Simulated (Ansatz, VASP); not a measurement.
# HfO2 in VASP and in Ansatz

```
CELL_PARAMETERS angstrom
5.29454 0.00000 0.00000
0.00000 5.06976 0.00000
0.00000 0.00000 5.10187
ATOMIC_POSITIONS crystal
Hf 0.00815 0.25408 0.21325
Hf 0.49185 0.25408 0.71325
Hf 0.50815 0.74592 0.21325
Hf 0.99185 0.74592 0.71325
O 0.31704 0.05862 0.39416
O 0.18296 0.05862 0.89416
O 0.78299 0.44899 0.50559
O 0.71701 0.44899 0.00559
O 0.21701 0.55101 0.00559
O 0.28299 0.55101 0.50559
O 0.81704 0.94138 0.39416
O 0.68296 0.94138 0.89416
```

Change from the starting cell: polar distortion scaled by 0.25.

Alike in both runs: task single point; functional PBE; k mesh 4 × 6 × 6; no spin polarisation.

|  | VASP | Ansatz |
| --- | --- | --- |
| version | VASP 6.6.1 | Ansatz 0.2.0 |
| potentials or method | VASP PAW PBE potentials, release 64 (Hf_pv, O), cutoff 520 eV | scalar-relativistic, plane waves, PAW |
| occupations | gaussian, width 0.01 eV | fixed |
| valence electrons in the cell | 88 | 152 |

```tsv
	VASP	Ansatz	Ansatz less VASP
gap on the k mesh at the Fermi level (eV)	3.95	4.01	+0.065
least direct gap on the mesh (eV)	4.18	4.24	+0.059
pressure (GPa)	-0.2	3.2	+3.39
traceless stress, the component that is largest in VASP (GPa)	-7.58	-7.38	+0.198
rms of the force components (eV/Å)	0.301	0.308	+0.0064
```

Atom by atom the forces differ by 0.015 eV/Å (rms over components). VASP's potentials hold 88 valence electrons a cell and Ansatz's 152, so a difference there can come from the potentials and not from the codes.

Spin-orbit coupling is off throughout.
